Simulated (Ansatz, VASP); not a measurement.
# Two plane-wave programs on B

File POSCAR:

```
B
1.0
    0.0000000000      2.0259413998      2.0259413998
    2.0259413998      0.0000000000      2.0259413998
    2.0259413998      2.0259413998      0.0000000000
B
2
Direct
    0.0000000000      0.0000000000      0.0000000000
    0.2500000000      0.2500000000      0.2500000000
```

File INCAR.step1:

```
ALGO = Normal ; EDIFF = 1E-4
ENCUT = 600 ; GGA = PE
ISMEAR = 0 ; LASPH = T
LCHARG = F ; LREAL = F
LWAVE = T ; NELM = 100
PREC = Accurate ; SIGMA = 0.1
```

Contents of INCAR.step2:

```
ALGO = Normal ; EDIFF = 1E-6
EDIFFG = -0.01 ; ENCUT = 600
IBRION = 2 ; ISIF = 3
ISMEAR = 0 ; ISTART = 1
LASPH = T ; LCHARG = F
LMIXTAU = T ; LREAL = F
LWAVE = F ; METAGGA = R2SCAN
NELM = 100 ; NSW = 100
PREC = Accurate ; SIGMA = 0.1
```

File KPOINTS:

```
k-points
0
Gamma
  24 24 24
```

Input for Ansatz:

```yaml
crystal:
  lattice:
    - [0.0, 2.0259413998, 2.0259413998]
    - [2.0259413998, 0.0, 2.0259413998]
    - [2.0259413998, 2.0259413998, 0.0]
  atoms:
    - { symbol: B, position: [0.0, 0.0, 0.0] }
    - { symbol: B, position: [0.25, 0.25, 0.25] }
basis:
  ecutwfc: 500
kpoints:
  mp_grid: { grid: [24, 24, 24] }
hamiltonian:
  xc: r2scan
scf:
  occupations: { method: gaussian, width: 0.1 }
output:
  forces: true
  stress: true
  eigenvalues: true
relax:
  adjacent_minimum: "off"
  f_tol: 0.01
  max_steps: 80
  cell: { stress_tol: 0.05 }
```

Alike in both runs: task relaxation of cell and atoms; functional r2SCAN; k mesh 24 × 24 × 24; occupations gaussian, width 0.1 eV; no spin polarisation.

|  | VASP | Ansatz |
| --- | --- | --- |
| version | VASP 6.6.1 | Ansatz 0.2.0 |
| potentials or method | VASP PAW PBE potentials, release 64 (B), cutoff 600 eV | scalar-relativistic, plane waves, PAW |
| valence electrons in the cell | 6 | 6 |

Ansatz gave:

| Quantity | Value |
| --- | --- |
| gap on the k mesh at the Fermi level, each at its own relaxed structure (eV) | none |
| relaxed volume (Å³/atom) | 8.32 |
| relaxed cell length with the largest relative difference (Å) | 2.866 |

Which values does VASP return?

gap on the k mesh at the Fermi level, each at its own relaxed structure (eV): none; relaxed volume (Å³/atom): 8.33; relaxed cell length with the largest relative difference (Å): 2.867.

VASP's potentials were made for PBE, not for r2SCAN. A gap of «none» marks a metal or a gap that the smearing closes.
